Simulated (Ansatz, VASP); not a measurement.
**Al: VASP beside Ansatz**

```xyz
9
Lattice="2.8543 0.0000 0.0000 -1.4272 9.7033 0.0000 0.0000 0.0000 20.2903" Properties=species:S:1:pos:R:3 pbc="T T T"
Al    1.4272    0.6297    4.0000
Al    1.4272    3.3179    4.9960
Al    0.0000    5.7962    5.1952
Al    1.4272    8.2746    5.3944
Al    0.0003    1.2395    6.4001
Al   -0.0073    3.9228    7.5233
Al    1.4243    6.4014    7.6799
Al   -0.0084    8.8410    7.8611
Al    1.4323    1.7608    8.7903
```

Alike in both runs: task single point; functional PBE; k mesh 9 × 3 × 1; occupations gaussian, width 0.1 eV; no spin polarisation.

```csv
,VASP,Ansatz
version,VASP 6.6.1,Ansatz 0.2.0
potentials or method,"VASP PAW PBE potentials, release 64 (Al), cutoff 520 eV","scalar-relativistic, plane waves, PAW"
valence electrons in the cell,27,27
```

```tsv
	VASP	Ansatz	Ansatz less VASP
gap on the k mesh at the Fermi level (eV)	none	none	-
rms of the force components (eV/Å)	0.082	0.081	-0.0001
```

Atom by atom the forces differ by 0.001 eV/Å (rms over components). A gap of «none» marks a metal or a gap that the smearing closes. Ansatz's warnings: xc potential rough in thin density.
